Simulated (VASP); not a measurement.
Write the native input for VASP 6.6.1 that does the following.

```yaml
Task: single point
Functional: PBE
Potentials_or_basis: VASP PAW PBE potentials, release 64 (Y_sv, N)
Cutoff: 600 eV
k_mesh: 6 × 6 × 6
Occupations: gaussian, width 0.01 eV
Spin: no spin polarisation
Dipole_correction: no
Further_INCAR_settings: ALGO = Normal; EDIFF = 1e-06; NBANDS = 15
```

The structure of YN lies in POSCAR:

```
YN
1.0
    0.0000000000      2.4537589042      2.4537589042
    2.4537589042      0.0000000000      2.4537589042
    2.4537589042      2.4537589042      0.0000000000
Y N
1 1
Direct
    0.0000000000      0.0000000000      0.0000000000
    0.5000000000      0.5000000000      0.5000000000
```

The input as run:

INCAR

```
SYSTEM = YN
PREC = Accurate
ENCUT = 600
EDIFF = 1E-6
ISMEAR = 0
SIGMA = 0.01
LREAL = .False.
LASPH = .True.
NELM = 120
ALGO = Normal
ISIF = 2
LWAVE = .False.
LCHARG = .False.
GGA = PE
NBANDS = 15
GGA_COMPAT = .False.
```

KPOINTS

```
regular mesh
0
Gamma
  6 6 6
  0 0 0
```

Potentials or basis: VASP PAW PBE potentials, release 64 (Y_sv, N).

The run is started by

```bash
$ cat potpaw_PBE.64/Y_sv/POTCAR potpaw_PBE.64/N/POTCAR > POTCAR
$ mpirun -np 1 vasp_std > vasp.out
```

Results of the run:

```yaml
Pressure: -0.2 GPa
Band_gap_on_the_k_mesh: 0.19 eV, indirect (least direct gap 0.59 eV)
```

It took 28 s on 1 thread of Intel Xeon 8259CL, with other jobs on the host, peak memory 0.17 GiB.
